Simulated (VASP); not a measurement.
# ScNb (P-6m2) in VASP: further runs

Runs on ScNb. Level: LDA. Tasks: single point.

Program: VASP 6.6.1. These are calculated values, not measurements. Logs are shortened: lines on timing, memory, paths and dates and some standing lists are left out, and cuts for length are marked.

## 1. The cell of the first run

It takes space group P-6m2 (No. 187, hexagonal). Conventional cell: a = 3.066 Å, b = 3.066 Å, c = 5.262 Å, α = 90.00°, β = 90.00°, γ = 120.00°. Within 4.0 Å of Sc (site symmetry -6m2) lie 6 Sc at 3.07 Å and 6 Nb at 3.17 Å. Nb (site symmetry -6m2) has 6 Nb at 3.07 Å and 6 Sc at 3.17 Å within 4.0 Å.

## 2. Single point, LDA (strain +0.0375 x Voigt [0, 0, 1, 0, 0, 0])

Contents of INCAR:

```
SYSTEM = ScNb
PREC = Accurate ; ENCUT = 520
EDIFF = 1E-6 ; ISMEAR = 0
SIGMA = 0.15 ; LREAL = .FALSE.
LASPH = .TRUE. ; NELM = 100
ALGO = Fast ; ISIF = 2
LWAVE = .FALSE. ; LCHARG = .TRUE.
LELF = .TRUE. ; LVHAR = .TRUE.
NBANDS = 19
```

Contents of KPOINTS:

```
Automatic mesh
0
G
  18 18 10
  0 0 0
```

Contents of POSCAR:

```
ScNb
1.0
    3.0656443612      0.0000000000      0.0000000000
   -1.5328221806      2.6549258957      0.0000000000
    0.0000000000      0.0000000000      5.2624012750
Sc Nb
1 1
Direct
    0.0000000000      0.0000000000      0.0000000000
    0.3333333333      0.6666666667      0.5000000000
```

Potentials or basis: VASP PAW LDA potentials, release 64 (Sc_sv, Nb_sv).

On the command line:

```console
$ cat potpaw_LDA.64/Sc_sv/POTCAR potpaw_LDA.64/Nb_sv/POTCAR > POTCAR
$ mpirun -np 1 vasp_std > vasp.out
```

OUTCAR:

```text
SYSTEM = ScNb
   PREC = Accurate
   ENCUT = 520
   EDIFF = 1E-6
   ISMEAR = 0
   LREAL = .FALSE.
   LASPH = .TRUE.
   NELM = 100
   ISIF = 2

 ion  position               nearest neighbor table
   1  0.000  0.000  0.000-   2 3.17   2 3.17   2 3.17   2 3.17   2 3.17   2 3.17
   2  0.333  0.667  0.500-   1 3.17   1 3.17   1 3.17   1 3.17   1 3.17   1 3.17

  LATTYP: Found a hexagonal cell.
 ALAT       =     3.0656443612
 C/A-ratio  =     1.7165726532

  Lattice vectors:

 A1 = (   3.0656443612,   0.0000000000,   0.0000000000)
 A2 = (  -1.5328221806,   2.6549258957,   0.0000000000)
 A3 = (   0.0000000000,   0.0000000000,   5.2624012750)

Analysis of symmetry for initial positions (statically):
=====================================================================
 Subroutine PRICEL returns:
 Original cell was already a primitive cell.

 Routine SETGRP: Setting up the symmetry group for a
 hexagonal supercell.

 Subroutine GETGRP returns: Found 12 space group operations
 (whereof 12 operations were pure point group operations)
 out of a pool of 24 trial point group operations.

The static configuration has the point symmetry D_3h.

Analysis of symmetry for dynamics (positions and initial velocities):
=====================================================================
 Subroutine PRICEL returns:
 Original cell was already a primitive cell.

 Routine SETGRP: Setting up the symmetry group for a
 hexagonal supercell.

 Subroutine GETGRP returns: Found 12 space group operations
 (whereof 12 operations were pure point group operations)
 out of a pool of 24 trial point group operations.

The dynamic configuration has the point symmetry D_3h.

 Subroutine INISYM returns: Found 12 space group operations
 (whereof 12 operations are pure point group operations),
 and found     1 'primitive' translations

----------------------------------------------------------------------------------------

                                     Primitive cell

  volume of cell :      42.8310

  direct lattice vectors                    reciprocal lattice vectors
     3.065644361  0.000000000  0.000000000     0.326195697  0.188329174  0.000000000
    -1.532822181  2.654925896  0.000000000     0.000000000  0.376658347  0.000000000
     0.000000000  0.000000000  5.262401275     0.000000000  0.000000000  0.190027318

  length of vectors
     3.065644361  3.065644361  5.262401275     0.376658347  0.376658347  0.190027318

  position of ions in fractional coordinates (direct lattice)
     0.000000000  0.000000000  0.000000000
     0.333333333  0.666666667  0.500000000

  ion indices of the primitive-cell ions
   primitive index   ion index
                 1           1
                 2           2

----------------------------------------------------------------------------------------

 KPOINTS: Automatic mesh

Automatic generation of k-mesh.
 Grid dimensions read from file:
 generate k-points for:   18   18   10

 Generating k-lattice:

  Cartesian coordinates                     Fractional coordinates (reciprocal lattice)
     0.018121983  0.010462732  0.000000000     0.055555556  0.000000000  0.000000000
     0.000000000  0.020925464  0.000000000     0.000000000  0.055555556  0.000000000
     0.000000000  0.000000000  0.019002732     0.000000000  0.000000000  0.100000000

  Length of vectors
     0.020925464  0.020925464  0.019002732

  Shift w.r.t. Gamma in fractional coordinates (k-lattice)
     0.000000000  0.000000000  0.000000000

 Subroutine IBZKPT returns following result:
 ===========================================

 Found    222 irreducible k-points:

 Following reciprocal coordinates:
            Coordinates               Weight
  0.000000  0.000000  0.000000      1.000000
  0.055556  0.000000  0.000000      6.000000
  0.111111  0.000000  0.000000      6.000000
  0.166667  0.000000  0.000000      6.000000
  0.222222 -0.000000  0.000000      6.000000
  0.277778  0.000000  0.000000      6.000000
[... 16 lines left out ...]
  0.333333  0.111111  0.000000     12.000000
  0.388889  0.111111  0.000000     12.000000
 [... further k-points ...]
   k-points           NKPTS =    222   k-points in BZ     NKDIM =    222   number of bands    NBANDS=     19
   number of dos      NEDOS =    301   number of ions     NIONS =      2
   total plane-waves  NPLWV =  23040
   dimension x,y,z NGX =    24 NGY =   24 NGZ =   40
   dimension x,y,z NGXF=    48 NGYF=   48 NGZF=   80
   ions per type =               1   1
   NGX,Y,Z   is equivalent  to a cutoff of  13.01, 13.01, 12.64 a.u.
   NGXF,Y,Z  is equivalent  to a cutoff of  26.03, 26.03, 25.27 a.u.
 SYSTEM =  ScNb
   PREC   = accura    normal or accurate (medium, high low for compatibility)
   ISTART =      0    job   : 0-new  1-cont  2-samecut
   ICHARG =      2    charge: 1-file 2-atom 10-const
   ISPIN  =      1    spin polarized calculation?
   LNONCOLLINEAR =      F non collinear calculations
   LSORBIT =      F    spin-orbit coupling
   LASPH  =      T    aspherical Exc in radial PAW
   ENCUT  =  520.0 eV  38.22 Ry    6.18 a.u.   5.70  5.70  9.78*2*pi/ulx,y,z
   NELM   =    100;   NELMIN=  2; NELMDL= -5     # of ELM steps
   EDIFF  = 0.1E-05   stopping-criterion for ELM
   LREAL  =      F    real-space projection
   EDIFFG = 0.1E-04   stopping-criterion for IOM
   NSW    =      0    number of steps for IOM
   IBRION =     -1    ionic relax: 0-MD 1-quasi-New 2-CG
   NFREE  =      0    steps in history (QN), initial steepest desc. (CG)
   ISIF   =      2    stress and relaxation
   ISYM   =      2    0-nonsym 1-usesym 2-fastsym
   POTIM  = 0.5000    time-step for ionic-motion
   TEBEG  =    0.0;   TEEND  =   0.0 temperature during run
   PSTRESS=    0.0 pullay stress
   NELECT =      24.0000    total number of electrons
   NUPDOWN=      -1.0000    fix difference up-down
   EMIN   =  10.00;   EMAX   =-10.00  energy-range for DOS
   EFERMI =   0.00;   METHOD = LEGACY
   ISMEAR =     0;   SIGMA  =   0.15  broadening in eV -4-tet -1-fermi 0-gaus
   EFERMI_NEDOS =   21; number of points for ismear=-14 and -15
   IALGO  =     68    algorithm
   IMIX   =      4    mixing-type and parameters
     AMIX     =   0.40;   BMIX     =  1.00
     AMIX_MAG =   1.60;   BMIX_MAG =  1.00
  volume/ion in A,a.u.               =      21.42       144.52
  Fermi-wavevector in a.u.,A,eV,Ry     =   1.349665  2.550496 24.784299  1.821595
  Thomas-Fermi vector in A             =   2.477233
   LORBIT       =      0    0 simple, 1 ext, 2 COOP (PROOUT), +10 PAW based schemes
   GGA     = CA    functional components
   LHFCALC =     F    Hartree Fock is set to
   AEXX    =    0.0000 exact exchange contribution
   IVDW    =     0    specifies the selected vdW correction
   LEPSILON=     F    determine dielectric tensor
   LRPA    =     F    only Hartree local field effects (RPA)
 non-spin polarized calculation
 RMM-DIIS sequential band-by-band and
 Gauss-broadening in eV      SIGMA  =   0.15
  energy-cutoff  :      520.00
  volume of cell :       42.83
 maximum number of plane-waves:      1184
 NGX is ok and might be reduce to    24
   NGX = 11   NGY = 11   NGZ = 19

 number of electron      24.0000000 magnetization

 Free energy of the ion-electron system (eV)
  ---------------------------------------------------
  ext. energy  EPLUGINS =         0.00000000
  ---------------------------------------------------
  free energy    TOTEN  =       -17.40698997 eV

  energy without entropy =      -17.38001578  energy(sigma->0) =      -17.39350288

 E-fermi :   6.6233     XC(G=0): -11.2930

 val. band max:        6.6219873498   @ k =   0.1667   0.0000   0.4000
 cond. band min:       6.6265671263   @ k =   0.3333   0.2222   0.2000
 fundamental gap:      0.0045797765
 Fermi energy:         6.6233196125

 k-point     1 :       0.0000    0.0000    0.0000
  band No.  band energies     occupation
      1     -47.8149      2.00000
      2     -41.8987      2.00000
      3     -24.0952      2.00000
      4     -23.5964      2.00000
      5     -23.5964      2.00000
      6     -20.8468      2.00000
[... 11 lines left out ...]
     18       8.9375      0.00000
     19      10.6013      0.00000

 k-point     2 :       0.0556    0.0000    0.0000
  band No.  band energies     occupation
      1     -47.8121      2.00000
      2     -41.8960      2.00000
      3     -24.0914      2.00000
      4     -23.6184      2.00000
      5     -23.6014      2.00000
      6     -20.8451      2.00000
[... 11 lines left out ...]
     18       8.8811      0.00000
     19      10.6396      0.00000

 k-point     3 :       0.1111    0.0000    0.0000
  band No.  band energies     occupation
      1     -47.8041      2.00000
      2     -41.8882      2.00000
      3     -24.0803      2.00000
      4     -23.6815      2.00000
      5     -23.6160      2.00000
      6     -20.8401      2.00000
[... 11 lines left out ...]
     18       8.8410      0.00000
     19      11.0501      0.00000

 k-point     4 :       0.1667    0.0000    0.0000
  band No.  band energies     occupation
      1     -47.7919      2.00000
      2     -41.8763      2.00000
      3     -24.0632      2.00000
      4     -23.7771      2.00000
      5     -23.6383      2.00000
      6     -20.8326      2.00000
[... 11 lines left out ...]
     18       9.1317      0.00000
     19      10.7469      0.00000

 k-point     5 :       0.2222   -0.0000    0.0000
  band No.  band energies     occupation
      1     -47.7768      2.00000
      2     -41.8616      2.00000
      3     -24.0421      2.00000
      4     -23.8928      2.00000
      5     -23.6655      2.00000
      6     -20.8311      2.00000
[... 11 lines left out ...]
     18       9.5129      0.00000
     19      10.7996      0.00000
[... 334 lines left out ...]
      2     -41.8411      2.00000
      3     -24.0264      2.00000
      4     -24.0127      2.00000
      5     -23.7290      2.00000
      6     -20.9395      2.00000
[... 11 lines left out ...]
     18      10.2577      0.00000
     19      10.6976      0.00000

 k-point    22 :       0.2778    0.1111    0.0000
  band No.  band energies     occupation
      1     -47.7413      2.00000
      2     -41.8272      2.00000
      3     -24.1233      2.00000
      4     -23.9927      2.00000
      5     -23.7632      2.00000
      6     -21.0182      2.00000
[... 11 lines left out ...]
     18      10.6905      0.00000
     19      10.7852      0.00000

 k-point    23 :       0.3333    0.1111    0.0000
  band No.  band energies     occupation
      1     -47.7296      2.00000
      2     -41.8158      2.00000
      3     -24.2014      2.00000
      4     -23.9764      2.00000
      5     -23.7911      2.00000
      6     -21.0817      2.00000
[... 11 lines left out ...]
     18      10.6807      0.00000
     19      11.3434      0.00000

 k-point    24 :       0.3889    0.1111    0.0000
  band No.  band energies     occupation
      1     -47.7220      2.00000
      2     -41.8084      2.00000
      3     -24.2520      2.00000
      4     -23.9657      2.00000
      5     -23.8092      2.00000
      6     -21.1228      2.00000
[... 11 lines left out ...]
     18      10.8851      0.00000
     19      11.8746      0.00000

 [... further k-points ...]

------------------------ aborting loop because EDIFF is reached ----------------------------------------

  FORCE on cell =-STRESS in cart. coord.  units (eV):
  Direction    XX          YY          ZZ          XY          YZ          ZX
  --------------------------------------------------------------------------------------
  -------------------------------------------------------------------------------------
  Total       -2.4754214     -2.4754214     -3.4283116      0.0000000     -0.0000000      0.0000000
  in kB      -92.5979941    -92.5979941   -128.2427226      0.0000000     -0.0000000      0.0000000
  external PRESSURE =    -104.4795703 kB  Pullay stress =       0.0000000 kB

 VOLUME and BASIS-vectors are now :
 -----------------------------------------------------------------------------
  energy-cutoff  :      520.00
  volume of cell :       42.83
      direct lattice vectors                 reciprocal lattice vectors
     3.065644361  0.000000000  0.000000000     0.326195697  0.188329174  0.000000000
    -1.532822181  2.654925896  0.000000000     0.000000000  0.376658347  0.000000000
     0.000000000  0.000000000  5.262401275     0.000000000  0.000000000  0.190027318

 POSITION                                       TOTAL-FORCE (eV/Angst)
 -----------------------------------------------------------------------------------
      0.00000      0.00000      0.00000        -0.000000      0.000000      0.000000
     -0.00000      1.76995      2.63120         0.000000     -0.000000      0.000000
 -----------------------------------------------------------------------------------
    total drift:                                0.000000     -0.000000     -0.000000

  FREE ENERGIE OF THE ION-ELECTRON SYSTEM (eV)
  ---------------------------------------------------
  free  energy   TOTEN  =       -17.4069899674 eV

  energy  without entropy=      -17.3800157832  energy(sigma->0) =      -17.39350288
```

Wall time 7.7 min (1 thread of Intel Xeon Platinum 8259CL at 2.50GHz (Skylake/Cascade Lake), shared host); peak memory 0.29 GiB.

What came out:

```
Free energy            : -17.4070 eV
Pressure               : -10.4 GPa
Band gap on the k mesh : zero (bands 12 and 13 overlap by 0.95 eV)
```

Caveat: the cell differs from its parent crystal (strain +0.0375 x Voigt [0, 0, 1, 0, 0, 0]); the cell stands under tension.

## 3. Single point, LDA (strain +0.0750 x Voigt [0, 0, 1, 0, 0, 0])

Contents of INCAR:

```
ALGO = Fast
EDIFF = 1E-6
ENCUT = 520
ISIF = 2
ISMEAR = 0
LASPH = T
LCHARG = F
LREAL = F
LWAVE = F
NBANDS = 19
NELM = 100
PREC = Accurate
SIGMA = 0.15
```

Contents of KPOINTS:

```
k-points
0
Gamma
  18 18 10
```

Changes to POSCAR since step 2:

```diff
@@ -4,3 +4,3 @@
    -1.5328221806      2.6549258957      0.0000000000
-    0.0000000000      0.0000000000      5.2624012750
+    0.0000000000      0.0000000000      5.4526085500
 Sc Nb
```

Potentials or basis: VASP PAW LDA potentials, release 64 (Sc_sv, Nb_sv).

On the command line:

```console
$ cat potpaw_LDA.64/Sc_sv/POTCAR potpaw_LDA.64/Nb_sv/POTCAR > POTCAR
$ mpirun -np 1 vasp_std > vasp.out
```

OUTCAR:

```text
EDIFF = 1E-6
   ENCUT = 520
   ISIF = 2
   ISMEAR = 0
   LASPH = T
   LREAL = F
   NELM = 100
   PREC = Accurate

 ion  position               nearest neighbor table
   1  0.000  0.000  0.000-
   2  0.333  0.667  0.500-

  LATTYP: Found a hexagonal cell.
 ALAT       =     3.0656443612
 C/A-ratio  =     1.7786174479

  Lattice vectors:

 A1 = (   3.0656443612,   0.0000000000,   0.0000000000)
[... 713 lines left out ...]

 [... further k-points ...]

------------------------ aborting loop because EDIFF is reached ----------------------------------------

  FORCE on cell =-STRESS in cart. coord.  units (eV):
  Direction    XX          YY          ZZ          XY          YZ          ZX
  --------------------------------------------------------------------------------------
  -------------------------------------------------------------------------------------
  Total       -2.9918027     -2.9918027     -4.7403810      0.0000000      0.0000000      0.0000000
  in kB     -108.0102663   -108.0102663   -171.1375584      0.0000000      0.0000000      0.0000000
  external PRESSURE =    -129.0526970 kB  Pullay stress =       0.0000000 kB

 VOLUME and BASIS-vectors are now :
 -----------------------------------------------------------------------------
  energy-cutoff  :      520.00
  volume of cell :       44.38
      direct lattice vectors                 reciprocal lattice vectors
     3.065644361  0.000000000  0.000000000     0.326195697  0.188329174  0.000000000
    -1.532822181  2.654925896  0.000000000     0.000000000  0.376658347  0.000000000
     0.000000000  0.000000000  5.452608550     0.000000000  0.000000000  0.183398458

 POSITION                                       TOTAL-FORCE (eV/Angst)
 -----------------------------------------------------------------------------------
      0.00000      0.00000      0.00000         0.000000     -0.000000      0.000000
     -0.00000      1.76995      2.72630        -0.000000      0.000000      0.000000
 -----------------------------------------------------------------------------------
    total drift:                                0.000000     -0.000000     -0.000000

  FREE ENERGIE OF THE ION-ELECTRON SYSTEM (eV)
  ---------------------------------------------------
  free  energy   TOTEN  =       -17.2627119483 eV

  energy  without entropy=      -17.2341114391  energy(sigma->0) =      -17.24841169
```

OSZICAR:

```text
N       E                     dE             d eps       ncg     rms          rms(c)
DAV:   1     0.272913748077E+03    0.27291E+03   -0.11856E+04  8516   0.136E+03
DAV:   2     0.496132272013E+01   -0.26795E+03   -0.26351E+03  8708   0.515E+02
DAV:   3    -0.169312092755E+02   -0.21893E+02   -0.21110E+02 15706   0.128E+02
[... 33 lines left out ...]
RMM:  37    -0.172627068581E+02   -0.11593E-05   -0.15217E-05 10158   0.290E-02    0.483E-02
RMM:  38    -0.172627087137E+02   -0.18556E-05   -0.20886E-05  9826   0.254E-02    0.492E-02
RMM:  39    -0.172627094314E+02   -0.71776E-06   -0.11090E-05  9583   0.249E-02    0.491E-02
RMM:  40    -0.172627112990E+02   -0.18675E-05   -0.15441E-05  9547   0.223E-02    0.507E-02
RMM:  41    -0.172627119483E+02   -0.64928E-06   -0.80526E-06  9245   0.211E-02
   1 F= -.17262712E+02 E0= -.17248412E+02  d E =-.286005E-01
```

stdout:

```text
POSCAR found type information on POSCAR ScNb
 POSCAR found :  2 types and       2 ions
 scaLAPACK will be used
 LDA part: xc-table for (Slater(with rela. corr.)+CA(PZ))
 , standard interpolation
 POSCAR, INCAR and KPOINTS ok, starting setup
 FFT: planning ... GRIDC
 FFT: planning ... GRID_SOFT
 FFT: planning ... GRID
 WAVECAR not read
 entering main loop
WARNING in EDDRMM: call to ZHEGV failed, returncode =   8  4     10
WARNING in EDDRMM: call to ZHEGV failed, returncode =   6  3     13
WARNING in EDDRMM: call to ZHEGV failed, returncode =   6  3      9
WARNING in EDDRMM: call to ZHEGV failed, returncode =   6  3     10
WARNING in EDDRMM: call to ZHEGV failed, returncode =   8  4     15
WARNING in EDDRMM: call to ZHEGV failed, returncode =   6  3      9
WARNING in EDDRMM: call to ZHEGV failed, returncode =   8  4      9
WARNING in EDDRMM: call to ZHEGV failed, returncode =   6  3     12
```

It took 9.5 min on 1 thread of Intel Xeon Platinum 8259CL at 2.50GHz (Skylake/Cascade Lake), shared host; peak memory 0.29 GiB.

Results:

```yaml
Free_energy: -17.2627 eV
Pressure: -12.9 GPa
Band_gap_on_the_k_mesh: zero (bands 12 and 13 overlap by 0.95 eV)
```

Caveat: the cell differs from its parent crystal (strain +0.0750 x Voigt [0, 0, 1, 0, 0, 0]); the cell stands under tension.
